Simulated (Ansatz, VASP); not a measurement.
One calculation of Tl, two programs

Contents of INCAR:

```
PREC = Accurate
ENCUT = 520
EDIFF = 1E-7
ISMEAR = -1
SIGMA = 0.05
LREAL = False
LASPH = True
NELM = 80
ALGO = Normal
ISIF = 2
LWAVE = False
LCHARG = False
GGA = CA
NBANDS = 20
```

File KPOINTS:

```
Automatic mesh
0
Gamma
  9 9 5
```

POSCAR

```
Tl
1.0
    3.5237819143      0.0000000000      0.0000000000
   -1.7618909571      3.0516846552      0.0000000000
    0.0000000000      0.0000000000      5.6333608439
Tl
2
Direct
    0.6666666667      0.3333333333      0.7500000000
    0.3333333333      0.6666666667      0.2500000000
```

Contents of input.yaml:

```yaml
crystal:
  lattice:
    - [3.5237819143, 0.0, 0.0]
    - [-1.7618909571, 3.0516846552, 0.0]
    - [0.0, 0.0, 5.6333608439]
  atoms:
    - { symbol: Tl, position: [0.6666666667, 0.3333333333, 0.75] }
    - { symbol: Tl, position: [0.3333333333, 0.6666666667, 0.25] }
kpoints:
  mp_grid: { grid: [9, 9, 5] }
scf:
  occupations: { method: fermi_dirac, width: 0.05 }
hamiltonian:
  xc: lda
  pseudopotentials: { kind: all_electron, lapw: { basis_error: 0.001 } }
output:
  forces: true
  stress: true
  eigenvalues: true
```

Change from the starting cell: volume scaled by 1.06.

Alike in both runs: task single point; functional LDA; k mesh 9 × 9 × 5; occupations fermi-dirac, width 0.05 eV; no spin polarisation.

|  | VASP | Ansatz |
| --- | --- | --- |
| version | VASP 6.6.1 | Ansatz 0.2.0 |
| potentials or method | VASP PAW LDA potentials, release 64 (Tl_d), cutoff 520 eV | all-electron LAPW, scalar-relativistic |

|  | VASP | Ansatz | Ansatz less VASP |
| --- | --- | --- | --- |
| gap on the k mesh at the Fermi level (eV) | none | none | - |
| pressure (GPa) | -3.2 | -3.2 | -0.01 |
| traceless stress, the component that is largest in VASP (GPa) | 0.50 | 0.47 | -0.028 |

LDA's correlation is that of Perdew and Zunger in VASP and of Perdew and Wang (1992) in Ansatz. A gap of «none» marks a metal or a gap that the smearing closes. Ansatz ran all-electron here, and VASP with PAW potentials.

Spin-orbit coupling is off throughout.
